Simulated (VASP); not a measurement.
A run of VASP 6.6.1 is set up as follows.

Contents of INCAR:

```
PREC     = Accurate       # precision mode
ENCUT    = 520            # plane-wave cutoff, eV
EDIFF    = 1E-7           # SCF threshold, eV
ISMEAR   = 0              # smearing method
SIGMA    = 0.1            # smearing width, eV
LREAL    = False          # projectors in reciprocal space
LASPH    = True           # aspherical terms in the spheres
NELM     = 60             # most SCF steps
ALGO     = Normal         # electronic algorithm
ISIF     = 2              # what is computed and relaxed
LWAVE    = False          # write WAVECAR
LCHARG   = False          # write CHGCAR
GGA      = PE             # functional
NBANDS   = 30             # bands
```

The input KPOINTS:

```
Automatic mesh
0
Gamma
  6 6 6
```

POSCAR

```
Ti3Re
1.0
    3.8402717691      0.0000000000      0.0000000000
    0.0000000000      3.8402717691      0.0000000000
    0.0000000000      0.0000000000      3.8402717691
Ti Re
3 1
Direct
    0.0000000000      0.5000000000      0.5000000000
    0.5000000000      0.0000000000      0.5000000000
    0.5000000000      0.5000000000      0.0000000000
    0.0000000000      0.0000000000      0.0000000000
```

Potentials or basis: VASP PAW PBE potentials, release 64 (Ti_sv, Re).

Command:

```sh
$ cat potpaw_PBE.64/Ti_sv/POTCAR potpaw_PBE.64/Re/POTCAR > POTCAR
$ mpirun -np 1 vasp_std > vasp.out
```

Question: Estimate the pressure.

Answer: 28.3 GPa.
